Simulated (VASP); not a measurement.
# CdS (P6_3mc) in VASP: notebook

The runs below take CdS through single point, with LDA.

Everything below comes from runs of VASP 6.6.1. Logs are shortened: lines on timing, memory, paths and dates and some standing lists are left out, and cuts for length are marked.

**1. The cell of the first run**

The structure is hexagonal, space group P6_3mc (No. 186). The conventional cell has a = 4.118 Å, b = 4.118 Å, c = 6.706 Å, α = 90.00°, β = 90.00°, γ = 120.00°. Within 3.3 Å of Cd (site symmetry 3m) lie 4 S at 2.52 Å. Within 3.3 Å of S (site symmetry 3m) lie 4 Cd at 2.52 Å.

**2. Single point, LDA**

INCAR reads:

```
  PREC = Accurate
  ENCUT = 520
  EDIFF = 1E-6
  ISMEAR = 0
  SIGMA = 0.01
  LREAL = F
  LASPH = T
  NELM = 60
  ALGO = Normal
  ISIF = 2
  LWAVE = F
  LCHARG = T
  LELF = T
  LVHAR = T
  NBANDS = 26
```

KPOINTS reads:

```
regular mesh
0
Gamma
  6 6 4
```

POSCAR reads:

```
CdS
1.0
    4.1176626014      0.0000000000      0.0000000000
   -2.0588313007      3.5660004170      0.0000000000
    0.0000000000      0.0000000000      6.7061488353
Cd S
2 2
Direct
    0.3333333333      0.6666666667     -0.0006102424
    0.6666666667      0.3333333333      0.4993897576
    0.3333333333      0.6666666667      0.3756102424
    0.6666666667      0.3333333333      0.8756102424
```

Potentials or basis: VASP PAW LDA potentials, release 64 (Cd, S).

On the command line:

```console
$ cat potpaw_LDA.64/Cd/POTCAR potpaw_LDA.64/S/POTCAR > POTCAR
$ mpirun -np 1 vasp_std > vasp.out
```

OUTCAR:

```text
PREC = Accurate
   ENCUT = 520
   EDIFF = 1E-6
   ISMEAR = 0
   LREAL = F
   LASPH = T
   NELM = 60
   ISIF = 2

 ion  position               nearest neighbor table
   1  0.333  0.667  0.999-   4 2.52   4 2.52   4 2.52   3 2.52
   2  0.667  0.333  0.499-   3 2.52   3 2.52   3 2.52   4 2.52
   3  0.333  0.667  0.376-   2 2.52   2 2.52   2 2.52   1 2.52
   4  0.667  0.333  0.876-   1 2.52   1 2.52   1 2.52   2 2.52

  LATTYP: Found a hexagonal cell.
 ALAT       =     4.1176626014
 C/A-ratio  =     1.6286299982

  Lattice vectors:

 A1 = (   4.1176626014,   0.0000000000,   0.0000000000)
 A2 = (  -2.0588313007,   3.5660004170,   0.0000000000)
 A3 = (   0.0000000000,   0.0000000000,   6.7061488353)

Analysis of symmetry for initial positions (statically):
=====================================================================
 Subroutine PRICEL returns:
 Original cell was already a primitive cell.

 Routine SETGRP: Setting up the symmetry group for a
 hexagonal supercell.

 Subroutine GETGRP returns: Found 12 space group operations
 (whereof  6 operations were pure point group operations)
 out of a pool of 24 trial point group operations.

The static configuration has the point symmetry C_3v.
 The point group associated with its full space group is C_6v.

Analysis of symmetry for dynamics (positions and initial velocities):
=====================================================================
 Subroutine PRICEL returns:
 Original cell was already a primitive cell.

 Routine SETGRP: Setting up the symmetry group for a
 hexagonal supercell.

 Subroutine GETGRP returns: Found 12 space group operations
 (whereof  6 operations were pure point group operations)
 out of a pool of 24 trial point group operations.

The dynamic configuration has the point symmetry C_3v.
 The point group associated with its full space group is C_6v.

 Subroutine INISYM returns: Found 12 space group operations
 (whereof  6 operations are pure point group operations),
 and found     1 'primitive' translations

----------------------------------------------------------------------------------------

                                     Primitive cell

  volume of cell :      98.4703

  direct lattice vectors                    reciprocal lattice vectors
     4.117662601  0.000000000  0.000000000     0.242856226  0.140213108  0.000000000
    -2.058831301  3.566000417  0.000000000     0.000000000  0.280426215  0.000000000
     0.000000000  0.000000000  6.706148835     0.000000000  0.000000000  0.149116881

  length of vectors
     4.117662601  4.117662601  6.706148835     0.280426215  0.280426215  0.149116881

  position of ions in fractional coordinates (direct lattice)
     0.333333333  0.666666667  0.999389758
     0.666666667  0.333333333  0.499389758
     0.333333333  0.666666667  0.375610242
     0.666666667  0.333333333  0.875610242

  ion indices of the primitive-cell ions
   primitive index   ion index
                 1           1
                 2           2
                 3           3
                 4           4

----------------------------------------------------------------------------------------

 KPOINTS: regular mesh

Automatic generation of k-mesh.
 Grid dimensions read from file:
 generate k-points for:    6    6    4

 Generating k-lattice:

  Cartesian coordinates                     Fractional coordinates (reciprocal lattice)
     0.040476038  0.023368851  0.000000000     0.166666667 -0.000000000  0.000000000
     0.000000000  0.046737703  0.000000000     0.000000000  0.166666667  0.000000000
     0.000000000  0.000000000  0.037279220     0.000000000  0.000000000  0.250000000

  Length of vectors
     0.046737703  0.046737703  0.037279220

  Shift w.r.t. Gamma in fractional coordinates (k-lattice)
     0.000000000  0.000000000  0.000000000

 Subroutine IBZKPT returns following result:
 ===========================================

 Found     21 irreducible k-points:

 Following reciprocal coordinates:
            Coordinates               Weight
  0.000000  0.000000  0.000000      1.000000
  0.166667 -0.000000  0.000000      6.000000
  0.333333  0.000000  0.000000      6.000000
  0.500000 -0.000000  0.000000      3.000000
  0.166667  0.166667  0.000000      6.000000
  0.333333  0.166667  0.000000     12.000000
[... 13 lines left out ...]
  0.333333  0.166667  0.500000     12.000000
  0.333333  0.333333  0.500000      2.000000
   k-points           NKPTS =     21   k-points in BZ     NKDIM =     21   number of bands    NBANDS=     26
   number of dos      NEDOS =    301   number of ions     NIONS =      4
   total plane-waves  NPLWV =  51200
   dimension x,y,z NGX =    32 NGY =   32 NGZ =   50
   dimension x,y,z NGXF=    64 NGYF=   64 NGZF=  100
   ions per type =               2   2
   NGX,Y,Z   is equivalent  to a cutoff of  12.92, 12.92, 12.40 a.u.
   NGXF,Y,Z  is equivalent  to a cutoff of  25.84, 25.84, 24.79 a.u.
 SYSTEM =  unknown system
   PREC   = accura    normal or accurate (medium, high low for compatibility)
   ISTART =      0    job   : 0-new  1-cont  2-samecut
   ICHARG =      2    charge: 1-file 2-atom 10-const
   ISPIN  =      1    spin polarized calculation?
   LNONCOLLINEAR =      F non collinear calculations
   LSORBIT =      F    spin-orbit coupling
   LASPH  =      T    aspherical Exc in radial PAW
   ENCUT  =  520.0 eV  38.22 Ry    6.18 a.u.   7.66  7.66 12.47*2*pi/ulx,y,z
   NELM   =     60;   NELMIN=  2; NELMDL= -5     # of ELM steps
   EDIFF  = 0.1E-05   stopping-criterion for ELM
   LREAL  =      F    real-space projection
[... 7 lines left out ...]
   TEBEG  =    0.0;   TEEND  =   0.0 temperature during run
   PSTRESS=    0.0 pullay stress
   NELECT =      36.0000    total number of electrons
   NUPDOWN=      -1.0000    fix difference up-down
   EMIN   =  10.00;   EMAX   =-10.00  energy-range for DOS
   EFERMI =   0.00;   METHOD = LEGACY
   ISMEAR =     0;   SIGMA  =   0.01  broadening in eV -4-tet -1-fermi 0-gaus
   EFERMI_NEDOS =   21; number of points for ismear=-14 and -15
   IALGO  =     38    algorithm
   IMIX   =      4    mixing-type and parameters
     AMIX     =   0.40;   BMIX     =  1.00
     AMIX_MAG =   1.60;   BMIX_MAG =  1.00
  volume/ion in A,a.u.               =      24.62       166.13
  Fermi-wavevector in a.u.,A,eV,Ry     =   1.170596  2.212107 18.644011  1.370296
  Thomas-Fermi vector in A             =   2.307053
   LORBIT       =      0    0 simple, 1 ext, 2 COOP (PROOUT), +10 PAW based schemes
   GGA     = CA    functional components
   LHFCALC =     F    Hartree Fock is set to
   AEXX    =    0.0000 exact exchange contribution
   IVDW    =     0    specifies the selected vdW correction
   LEPSILON=     F    determine dielectric tensor
   LRPA    =     F    only Hartree local field effects (RPA)
 non-spin polarized calculation
 Gauss-broadening in eV      SIGMA  =   0.01
  energy-cutoff  :      520.00
  volume of cell :       98.47
 maximum number of plane-waves:      2677
 NGX is ok and might be reduce to    32
   NGX = 15   NGY = 15   NGZ = 25

 number of electron      35.9999995 magnetization

 Free energy of the ion-electron system (eV)
  ---------------------------------------------------
  ext. energy  EPLUGINS =         0.00000000
  ---------------------------------------------------
  free energy    TOTEN  =       -14.80545886 eV

  energy without entropy =      -14.80545886  energy(sigma->0) =      -14.80545886

 E-fermi :   1.2963     XC(G=0):  -9.6149

 val. band max:        1.1956217993   @ k =   0.0000   0.0000   0.0000
 cond. band min:       2.1789128282   @ k =   0.0000   0.0000   0.0000
 fundamental gap:      0.9832910289
 Fermi energy:         1.2962752437

 k-point     1 :       0.0000    0.0000    0.0000
  band No.  band energies     occupation
      1     -11.2134      2.00000
      2     -10.7565      2.00000
      3      -6.5952      2.00000
      4      -6.5857      2.00000
      5      -6.5857      2.00000
      6      -6.4992      2.00000
[... 18 lines left out ...]
     25       8.6320      0.00000
     26       8.6792      0.00000

 k-point     2 :       0.1667   -0.0000    0.0000
  band No.  band energies     occupation
      1     -11.1127      2.00000
      2     -10.7133      2.00000
      3      -6.5625      2.00000
      4      -6.5468      2.00000
      5      -6.5155      2.00000
      6      -6.4507      2.00000
[... 18 lines left out ...]
     25       8.5412      0.00000
     26       9.2178      0.00000

 k-point     3 :       0.3333    0.0000    0.0000
  band No.  band energies     occupation
      1     -10.8951      2.00000
      2     -10.6410      2.00000
      3      -6.5065      2.00000
      4      -6.4878      2.00000
      5      -6.3656      2.00000
      6      -6.3296      2.00000
[... 18 lines left out ...]
     25       9.3339      0.00000
     26       9.8807      0.00000

 k-point     4 :       0.5000   -0.0000    0.0000
  band No.  band energies     occupation
      1     -10.7666      2.00000
      2     -10.6241      2.00000
      3      -6.4911      2.00000
      4      -6.4703      2.00000
      5      -6.2828      2.00000
      6      -6.2760      2.00000
[... 18 lines left out ...]
     25       9.3815      0.00000
     26      11.1603      0.00000

 k-point     5 :       0.1667    0.1667    0.0000
  band No.  band energies     occupation
      1     -10.9527      2.00000
      2     -10.6565      2.00000
      3      -6.5130      2.00000
      4      -6.5013      2.00000
      5      -6.3892      2.00000
      6      -6.3866      2.00000
[... 18 lines left out ...]
     25       9.1624      0.00000
     26       9.6683      0.00000

 k-point     6 :       0.3333    0.1667    0.0000
  band No.  band energies     occupation
      1     -10.7682      2.00000
      2     -10.6247      2.00000
      3      -6.5056      2.00000
      4      -6.4402      2.00000
      5      -6.3012      2.00000
      6      -6.2885      2.00000
[... 340 lines left out ...]
 k-point    18 :       0.5000   -0.0000    0.5000
  band No.  band energies     occupation
      1     -10.6837      2.00000
      2     -10.6837      2.00000
      3      -6.4617      2.00000
      4      -6.4617      2.00000
      5      -6.3688      2.00000
      6      -6.3688      2.00000
[... 18 lines left out ...]
     25       9.4704      0.00000
     26       9.4704      0.00000

 k-point    19 :       0.1667    0.1667    0.5000
  band No.  band energies     occupation
      1     -10.7952      2.00000
      2     -10.7952      2.00000
      3      -6.4590      2.00000
      4      -6.4590      2.00000
      5      -6.4315      2.00000
      6      -6.4315      2.00000
[... 18 lines left out ...]
     25       9.0310      0.00000
     26       9.0310      0.00000

 k-point    20 :       0.3333    0.1667    0.5000
  band No.  band energies     occupation
      1     -10.6848      2.00000
      2     -10.6848      2.00000
      3      -6.4329      2.00000
      4      -6.4329      2.00000
      5      -6.3798      2.00000
      6      -6.3798      2.00000
[... 18 lines left out ...]
     25       9.5036      0.00000
     26       9.5036      0.00000

 k-point    21 :       0.3333    0.3333    0.5000
  band No.  band energies     occupation
      1     -10.6495      2.00000
      2     -10.6495      2.00000
      3      -6.3987      2.00000
      4      -6.3987      2.00000
      5      -6.3814      2.00000
      6      -6.3814      2.00000
[... 18 lines left out ...]
     25      10.3461      0.00000
     26      10.3461      0.00000

------------------------ aborting loop because EDIFF is reached ----------------------------------------

  FORCE on cell =-STRESS in cart. coord.  units (eV):
  Direction    XX          YY          ZZ          XY          YZ          ZX
  --------------------------------------------------------------------------------------
  -------------------------------------------------------------------------------------
  Total       -0.9280575     -0.9280575     -0.9302488      0.0000000      0.0000000      0.0000000
  in kB      -15.1001107    -15.1001107    -15.1357647      0.0000000      0.0000000      0.0000000
  external PRESSURE =     -15.1119954 kB  Pullay stress =       0.0000000 kB

 VOLUME and BASIS-vectors are now :
 -----------------------------------------------------------------------------
  energy-cutoff  :      520.00
  volume of cell :       98.47
      direct lattice vectors                 reciprocal lattice vectors
     4.117662601  0.000000000  0.000000000     0.242856226  0.140213108  0.000000000
    -2.058831301  3.566000417  0.000000000     0.000000000  0.280426215  0.000000000
     0.000000000  0.000000000  6.706148835     0.000000000  0.000000000  0.149116881

 POSITION                                       TOTAL-FORCE (eV/Angst)
 -----------------------------------------------------------------------------------
     -0.00000      2.37733      6.70206         0.000000     -0.000000     -0.000495
      2.05883      1.18867      3.34898         0.000000      0.000000     -0.000495
     -0.00000      2.37733      2.51890        -0.000000     -0.000000      0.000495
      2.05883      1.18867      5.87197        -0.000000      0.000000      0.000495
 -----------------------------------------------------------------------------------
    total drift:                               -0.000000     -0.000000      0.000036

  FREE ENERGIE OF THE ION-ELECTRON SYSTEM (eV)
  ---------------------------------------------------
  free  energy   TOTEN  =       -14.8054588646 eV

  energy  without entropy=      -14.8054588646  energy(sigma->0) =      -14.80545886
```

Run time: 60 s. Hardware: 1 thread of Intel Xeon 8259CL, shared host; peak memory 0.2 GiB.

What came out:

```yaml
Free_energy: -14.8055 eV
Pressure: -1.5 GPa
Band_gap_on_the_k_mesh: 0.98 eV
```

Levels at points of the mesh, in eV from the valence-band top:
```csv
k point,band 14,band 15,band 16,band 17,band 18,band 19,band 20,band 21,band 22,band 23
"(0.00, 0.00, 0.00)",-0.79,-0.79,-0.05,0.00,0.00,0.98,2.59,6.29,6.29,6.59
"(0.50, 0.00, 0.00)",-3.67,-2.77,-1.96,-1.37,-0.79,3.55,3.67,4.89,6.24,6.86
"(0.00, 0.00, 0.50)",-2.58,-0.41,-0.41,-0.41,-0.41,2.66,2.66,5.98,5.98,6.66
"(0.50, 0.00, 0.50)",-4.30,-1.41,-1.41,-1.40,-1.40,3.25,3.25,5.20,5.20,7.70
```

**3. Single point, LDA**

INCAR reads:

```
PREC = Accurate ; ENCUT = 520
EDIFF = 1E-6 ; ISMEAR = 0
SIGMA = 0.01 ; LREAL = F
LASPH = T ; NELM = 60
ALGO = Normal ; ISIF = 2
LWAVE = F ; LCHARG = F
GGA = CA ; NBANDS = 26
```

KPOINTS is that of step 2.

POSCAR is that of step 2.

Potentials or basis: VASP PAW LDA potentials, release 64 (Cd, S).

On the command line:

```console
$ cat potpaw_LDA.64/Cd/POTCAR potpaw_LDA.64/S/POTCAR > POTCAR
$ mpirun -np 1 vasp_std > vasp.out
```

It took 60 s on 1 thread of Intel Xeon 8259CL, shared host; peak memory 0.2 GiB.

The run converged. Its results:

- Free energy: -14.8055 eV
- Pressure: -1.5 GPa
- Band gap on the k mesh: 0.98 eV

Levels at points of the mesh, in eV from the valence-band top:
```csv
k point,band 15,band 16,band 17,band 18,band 19,band 20,band 21,band 22
"(0.00, 0.00, 0.00)",-0.79,-0.05,0.00,0.00,0.98,2.59,6.29,6.29
"(0.50, 0.00, 0.00)",-2.77,-1.96,-1.37,-0.79,3.55,3.67,4.89,6.24
"(0.00, 0.00, 0.50)",-0.41,-0.41,-0.41,-0.41,2.66,2.66,5.98,5.98
"(0.50, 0.00, 0.50)",-1.41,-1.41,-1.40,-1.40,3.25,3.25,5.20,5.20
```

As with any semilocal functional, this LDA gap is likely too small.
